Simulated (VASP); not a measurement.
Set up this calculation in VASP 6.6.1, as the native input.

- Task: single point
- Functional: r2SCAN
- Potentials or basis: VASP PAW PBE potentials, release 64 (Mg, S)
- Cutoff: 520 eV
- k mesh: 8 × 8 × 8
- Occupations: gaussian, width 0.01 eV
- Spin: no spin polarisation
- Dipole correction: no
- Further INCAR settings: ALGO = Normal; EDIFF = 1e-07; NBANDS = 11

The system is MgS.

```
CELL_PARAMETERS angstrom
0.00000 2.48176 2.48176
2.48176 0.00000 2.48176
2.48176 2.48176 0.00000
ATOMIC_POSITIONS crystal
Mg 0.00000 0.00000 0.00000
S 0.50000 0.50000 0.50000
```

These files were run (other wordings do the same):

POSCAR

```
MgS
1.0
    0.0000000000      2.4817635144      2.4817635144
    2.4817635144      0.0000000000      2.4817635144
    2.4817635144      2.4817635144      0.0000000000
Mg S
1 1
Direct
    0.0000000000      0.0000000000      0.0000000000
    0.5000000000      0.5000000000      0.5000000000
```

INCAR.step1

```
SYSTEM = MgS
ALGO = Normal
EDIFF = 1E-4
ENCUT = 520
GGA = PE
ISMEAR = 0
LASPH = .True.
LCHARG = .False.
LREAL = .False.
LWAVE = .True.
NBANDS = 11
NELM = 60
PREC = Accurate
SIGMA = 0.01
```

INCAR.step2

```
SYSTEM = MgS
ALGO = Normal
EDIFF = 1E-7
ENCUT = 520
ISIF = 2
ISMEAR = 0
ISTART = 1
LASPH = .True.
LCHARG = .False.
LMIXTAU = .True.
LREAL = .False.
LWAVE = .False.
METAGGA = R2SCAN
NBANDS = 11
NELM = 60
PREC = Accurate
SIGMA = 0.01
```

KPOINTS

```
k-points
0
Gamma
  8 8 8
  0 0 0
```

Potentials or basis: VASP PAW PBE potentials, release 64 (Mg, S).

The run is started by

```bash
$ cat potpaw_PBE.64/Mg/POTCAR potpaw_PBE.64/S/POTCAR > POTCAR
$ cp INCAR.step1 INCAR
$ mpirun -np 1 vasp_std > vasp.out
$ cp INCAR.step2 INCAR
$ mpirun -np 1 vasp_std > vasp.out
```

It gave:

The pressure is 14.5 GPa and the band gap on the k mesh is 3.73 eV, indirect (least direct gap 5.81 eV).

Caveat: the PAW data sets were made with another functional, which shifts forces and pressure a little.

It took 71 s on 1 thread of AMD EPYC 7R43 64-Core Processor (Zen 3) (shared host), peak memory 0.13 GiB.
